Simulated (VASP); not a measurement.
# Te (C2/m) in VASP: single point with LDA

Aim: the single point of Te with LDA.

Everything below comes from runs of VASP 6.6.1. Logs are shortened: lines on timing, memory, paths and dates and some standing lists are left out, and cuts for length are marked.

### 1 The cell of the first run

The structure is monoclinic, space group C2/m (No. 12). The conventional cell has a = 4.304 Å, b = 5.131 Å, c = 3.154 Å, α = 90.00°, β = 95.80°, γ = 90.00°. Te (site symmetry 2/m) has 12 Te at 3.15 to 4.45 Å within 4.5 Å.

### 2 Single point, LDA (strain +0.1125 x Voigt [1, 0, 0, 0, 0, 0])

Contents of INCAR:

```
PREC     = Accurate       # precision mode
ENCUT    = 520            # plane-wave cutoff, eV
EDIFF    = 1E-6           # SCF threshold, eV
ISMEAR   = 0              # smearing method
SIGMA    = 0.15           # smearing width, eV
LREAL    = F              # projectors in reciprocal space
LASPH    = T              # aspherical terms in the spheres
NELM     = 60             # most SCF steps
ALGO     = Normal         # electronic algorithm
ISIF     = 2              # what is computed and relaxed
LWAVE    = F              # write WAVECAR
LCHARG   = F              # write CHGCAR
GGA      = CA             # functional
NBANDS   = 9              # bands
```

Contents of KPOINTS:

```
Automatic mesh
0
Gamma
  15 15 15
```

Contents of POSCAR:

```
Te
1.0
    2.5653185812      1.3313144930      1.6909537039
   -2.5653185812      1.3313144930      1.6909537039
    0.0000000000     -2.6626289859      1.6909537039
Te
1
Direct
    0.5000000000      0.5000000000      0.5000000000
```

Potentials or basis: VASP PAW LDA potentials, release 64 (Te).

The run is started by

```
$ cat potpaw_LDA.64/Te/POTCAR > POTCAR
$ mpirun -np 1 vasp_std > vasp.out
```

OUTCAR:

```text
PREC = Accurate
   ENCUT = 520
   EDIFF = 1E-6
   ISMEAR = 0
   LREAL = F
   LASPH = T
   NELM = 60
   ISIF = 2
   GGA = CA

 ion  position               nearest neighbor table
   1  0.500  0.500  0.500-

  LATTYP: Found a base centered monoclinic cell.
 ALAT       =     4.3042874941
 B/A-ratio  =     1.1919829169
 C/A-ratio  =     0.7328019976
 COS(beta)  =    -0.1009788942

  Lattice vectors:

 A1 = (   2.5653185812,   1.3313144930,   1.6909537039)
 A2 = (  -2.5653185812,   1.3313144930,   1.6909537039)
 A3 = (   0.0000000000,  -2.6626289859,   1.6909537039)

Analysis of symmetry for initial positions (statically):
=====================================================================
 Subroutine PRICEL returns:
 Original cell was already a primitive cell.

 Routine SETGRP: Setting up the symmetry group for a
 base centered monoclinic supercell.

 Subroutine GETGRP returns: Found  4 space group operations
 (whereof  4 operations were pure point group operations)
 out of a pool of  4 trial point group operations.

The static configuration has the point symmetry C_2h.

Analysis of symmetry for dynamics (positions and initial velocities):
=====================================================================
 Subroutine PRICEL returns:
 Original cell was already a primitive cell.

 Routine SETGRP: Setting up the symmetry group for a
 base centered monoclinic supercell.

 Subroutine GETGRP returns: Found  4 space group operations
 (whereof  4 operations were pure point group operations)
 out of a pool of  4 trial point group operations.

The dynamic configuration has the point symmetry C_2h.

 Subroutine INISYM returns: Found  4 space group operations
 (whereof  4 operations are pure point group operations),
 and found     1 'primitive' translations

----------------------------------------------------------------------------------------

                                     Primitive cell

  volume of cell :      34.6501

  direct lattice vectors                    reciprocal lattice vectors
     2.565318581  1.331314493  1.690953704     0.194907566  0.125189553  0.197127415
    -2.565318581  1.331314493  1.690953704    -0.194907566  0.125189553  0.197127415
     0.000000000 -2.662628986  1.690953704     0.000000000 -0.250379107  0.197127415

  length of vectors
     3.348519394  3.348519394  3.154190474     0.304171993  0.304171993  0.318667405

  position of ions in fractional coordinates (direct lattice)
     0.500000000  0.500000000  0.500000000

  ion indices of the primitive-cell ions
   primitive index   ion index
                 1           1

----------------------------------------------------------------------------------------

 KPOINTS: Automatic mesh

Automatic generation of k-mesh.
 Grid dimensions read from file:
 generate k-points for:   15   15   15

 Generating k-lattice:

  Cartesian coordinates                     Fractional coordinates (reciprocal lattice)
     0.012993838  0.008345970  0.013141828     0.066666667  0.000000000  0.000000000
    -0.012993838  0.008345970  0.013141828     0.000000000  0.066666667  0.000000000
     0.000000000 -0.016691940  0.013141828     0.000000000  0.000000000  0.066666667

  Length of vectors
     0.020278133  0.020278133  0.021244494

  Shift w.r.t. Gamma in fractional coordinates (k-lattice)
     0.000000000  0.000000000  0.000000000

 Subroutine IBZKPT returns following result:
 ===========================================

 Found    904 irreducible k-points:

 Following reciprocal coordinates:
            Coordinates               Weight
  0.000000  0.000000  0.000000      1.000000
  0.066667 -0.000000 -0.000000      4.000000
  0.133333  0.000000 -0.000000      4.000000
  0.200000 -0.000000 -0.000000      4.000000
  0.266667  0.000000 -0.000000      4.000000
  0.333333  0.000000  0.000000      4.000000
[... 16 lines left out ...]
  0.133333  0.133333  0.000000      2.000000
  0.200000  0.133333 -0.000000      4.000000
 [... further k-points ...]
   k-points           NKPTS =    904   k-points in BZ     NKDIM =    904   number of bands    NBANDS=      9
   number of dos      NEDOS =    301   number of ions     NIONS =      1
   total plane-waves  NPLWV =  18816
   dimension x,y,z NGX =    28 NGY =   28 NGZ =   24
   dimension x,y,z NGXF=    56 NGYF=   56 NGZF=   48
   ions per type =               1
   NGX,Y,Z   is equivalent  to a cutoff of  13.90, 13.90, 12.65 a.u.
   NGXF,Y,Z  is equivalent  to a cutoff of  27.80, 27.80, 25.30 a.u.
 SYSTEM =  unknown system
   PREC   = accura    normal or accurate (medium, high low for compatibility)
   ISTART =      0    job   : 0-new  1-cont  2-samecut
   ICHARG =      2    charge: 1-file 2-atom 10-const
   ISPIN  =      1    spin polarized calculation?
   LNONCOLLINEAR =      F non collinear calculations
   LSORBIT =      F    spin-orbit coupling
   LASPH  =      T    aspherical Exc in radial PAW
   ENCUT  =  520.0 eV  38.22 Ry    6.18 a.u.   6.23  6.23  5.86*2*pi/ulx,y,z
   NELM   =     60;   NELMIN=  2; NELMDL= -5     # of ELM steps
   EDIFF  = 0.1E-05   stopping-criterion for ELM
   LREAL  =      F    real-space projection
   EDIFFG = 0.1E-04   stopping-criterion for IOM
   NSW    =      0    number of steps for IOM
   IBRION =     -1    ionic relax: 0-MD 1-quasi-New 2-CG
   NFREE  =      0    steps in history (QN), initial steepest desc. (CG)
   ISIF   =      2    stress and relaxation
   ISYM   =      2    0-nonsym 1-usesym 2-fastsym
   POTIM  = 0.5000    time-step for ionic-motion
   TEBEG  =    0.0;   TEEND  =   0.0 temperature during run
   PSTRESS=    0.0 pullay stress
   NELECT =       6.0000    total number of electrons
   NUPDOWN=      -1.0000    fix difference up-down
   EMIN   =  10.00;   EMAX   =-10.00  energy-range for DOS
   EFERMI =   0.00;   METHOD = LEGACY
   ISMEAR =     0;   SIGMA  =   0.15  broadening in eV -4-tet -1-fermi 0-gaus
   EFERMI_NEDOS =   21; number of points for ismear=-14 and -15
   IALGO  =     38    algorithm
   IMIX   =      4    mixing-type and parameters
     AMIX     =   0.40;   BMIX     =  1.00
     AMIX_MAG =   1.60;   BMIX_MAG =  1.00
  volume/ion in A,a.u.               =      34.65       233.83
  Fermi-wavevector in a.u.,A,eV,Ry     =   0.912481  1.724338 11.328492  0.832621
  Thomas-Fermi vector in A             =   2.036881
   LORBIT       =      0    0 simple, 1 ext, 2 COOP (PROOUT), +10 PAW based schemes
   GGA     = CA    functional components
   LHFCALC =     F    Hartree Fock is set to
   AEXX    =    0.0000 exact exchange contribution
   IVDW    =     0    specifies the selected vdW correction
   LEPSILON=     F    determine dielectric tensor
   LRPA    =     F    only Hartree local field effects (RPA)
 non-spin polarized calculation
 Gauss-broadening in eV      SIGMA  =   0.15
  energy-cutoff  :      520.00
  volume of cell :       34.65
 maximum number of plane-waves:       947
 NGX is ok and might be reduce to    28
   NGX = 13   NGY = 13   NGZ = 11

 number of electron       5.9999999 magnetization

 Free energy of the ion-electron system (eV)
  ---------------------------------------------------
  ext. energy  EPLUGINS =         0.00000000
  ---------------------------------------------------
  free energy    TOTEN  =        -3.67387066 eV

  energy without entropy =       -3.66711004  energy(sigma->0) =       -3.67049035

 E-fermi :   5.4460     XC(G=0):  -9.2762

 val. band max:        5.4350875172   @ k =  -0.1333  -0.4000   0.1333
 cond. band min:       5.4491742750   @ k =  -0.2000   0.1333   0.1333
 fundamental gap:      0.0140867578
 Fermi energy:         5.4459655901

 k-point     1 :       0.0000    0.0000    0.0000
  band No.  band energies     occupation
      1      -7.6493      2.00000
      2       6.0070      0.00000
      3       6.6534      0.00000
      4       7.4878      0.00000
      5      11.2397      0.00000
      6      11.7365      0.00000
      7      12.4979      0.00000
      8      19.2563      0.00000
      9      19.5881      0.00000

 k-point     2 :       0.0667   -0.0000   -0.0000
  band No.  band energies     occupation
      1      -7.6049      2.00000
      2       5.6801      0.02725
      3       6.4892      0.00000
      4       7.5182      0.00000
      5      11.4644      0.00000
      6      12.1759      0.00000
      7      12.5503      0.00000
      8      18.2628      0.00000
      9      20.6560      0.00000

 k-point     3 :       0.1333    0.0000   -0.0000
  band No.  band energies     occupation
      1      -7.4743      2.00000
      2       4.6728      2.00000
      3       6.4487      0.00000
      4       7.6155      0.00000
      5      11.6895      0.00000
      6      12.6935      0.00000
      7      13.4839      0.00000
      8      17.2982      0.00000
      9      19.8393      0.00000

 k-point     4 :       0.2000   -0.0000   -0.0000
  band No.  band energies     occupation
      1      -7.2669      2.00000
      2       3.4699      2.00000
      3       6.5127      0.00000
      4       7.7699      0.00000
      5      11.9367      0.00000
      6      12.9404      0.00000
      7      14.9035      0.00000
      8      16.7503      0.00000
      9      18.8546      0.00000

 k-point     5 :       0.2667    0.0000   -0.0000
  band No.  band energies     occupation
      1      -7.0015      2.00000
      2       2.3231      2.00000
      3       6.6132      0.00000
      4       7.9611      0.00000
      5      12.1768      0.00000
      6      13.2744      0.00000
      7      15.2917      0.00000
      8      17.3745      0.00000
      9      18.2222      0.00000

 k-point     6 :       0.3333    0.0000    0.0000
  band No.  band energies     occupation
      1      -6.7113      2.00000
      2       1.3406      2.00000
      3       6.7235      0.00000
      4       8.1601      0.00000
      5      12.3187      0.00000
      6      13.6632      0.00000
      7      15.2073      0.00000
      8      17.2339      0.00000
      9      18.7308      0.00000
[... 169 lines left out ...]
 k-point    21 :      -0.1333    0.0667    0.0000
  band No.  band energies     occupation
      1      -7.4523      2.00000
      2       4.8698      2.00000
      3       6.1703      0.00000
      4       7.6381      0.00000
      5      11.9702      0.00000
      6      12.6941      0.00000
      7      13.2778      0.00000
      8      16.1252      0.00000
      9      19.9495      0.00000

 k-point    22 :      -0.0667    0.0667    0.0000
  band No.  band energies     occupation
      1      -7.5719      2.00000
      2       5.7061      0.01420
      3       6.2144      0.00000
      4       7.5451      0.00000
      5      11.7765      0.00000
      6      12.2126      0.00000
      7      12.5743      0.00000
      8      17.0854      0.00000
      9      20.9615      0.00000

 k-point    23 :       0.1333    0.1333    0.0000
  band No.  band energies     occupation
      1      -7.2580      2.00000
      2       4.2648      2.00000
      3       4.8593      2.00000
      4       7.7548      0.00000
      5      12.9315      0.00000
      6      13.9652      0.00000
      7      14.1580      0.00000
      8      19.4542      0.00000
      9      19.7470      0.00000

 k-point    24 :       0.2000    0.1333   -0.0000
  band No.  band energies     occupation
      1      -7.0356      2.00000
      2       3.2979      2.00000
      3       4.6571      2.00000
      4       7.9142      0.00000
      5      13.1906      0.00000
      6      14.3306      0.00000
      7      15.6814      0.00000
      8      18.6342      0.00000
      9      19.0634      0.00000

 [... further k-points ...]

------------------------ aborting loop because EDIFF is reached ----------------------------------------

  FORCE on cell =-STRESS in cart. coord.  units (eV):
  Direction    XX          YY          ZZ          XY          YZ          ZX
  --------------------------------------------------------------------------------------
  -------------------------------------------------------------------------------------
  Total       -1.8125991     -1.1235696     -0.9585139      0.0000000     -0.1415177      0.0000000
  in kB      -83.8122317    -51.9524007    -44.3204383      0.0000000     -6.5435953      0.0000000
  external PRESSURE =     -60.0283569 kB  Pullay stress =       0.0000000 kB

 VOLUME and BASIS-vectors are now :
 -----------------------------------------------------------------------------
  energy-cutoff  :      520.00
  volume of cell :       34.65
      direct lattice vectors                 reciprocal lattice vectors
     2.565318581  1.331314493  1.690953704     0.194907566  0.125189553  0.197127415
    -2.565318581  1.331314493  1.690953704    -0.194907566  0.125189553  0.197127415
     0.000000000 -2.662628986  1.690953704     0.000000000 -0.250379107  0.197127415

 POSITION                                       TOTAL-FORCE (eV/Angst)
 -----------------------------------------------------------------------------------
      0.00000      0.00000      2.53643         0.000000      0.000000      0.000000
 -----------------------------------------------------------------------------------
    total drift:                               -0.000000     -0.000000      0.000000

  FREE ENERGIE OF THE ION-ELECTRON SYSTEM (eV)
  ---------------------------------------------------
  free  energy   TOTEN  =        -3.6738706578 eV

  energy  without entropy=       -3.6671100434  energy(sigma->0) =       -3.67049035
```

Wall time 81 s (1 thread of Intel Xeon 6975P-C (Granite Rapids), shared host); peak memory 0.35 GiB.

Results:

```yaml
Free_energy: -3.6739 eV
Pressure: -6.0 GPa
Band_gap_on_the_k_mesh: zero (bands 3 and 4 overlap by 4.01 eV)
```

Caveat: the cell differs from its parent crystal (strain +0.1125 x Voigt [1, 0, 0, 0, 0, 0]); the cell stands under tension; spin-orbit coupling is left out, which moves the levels of the heavy elements.
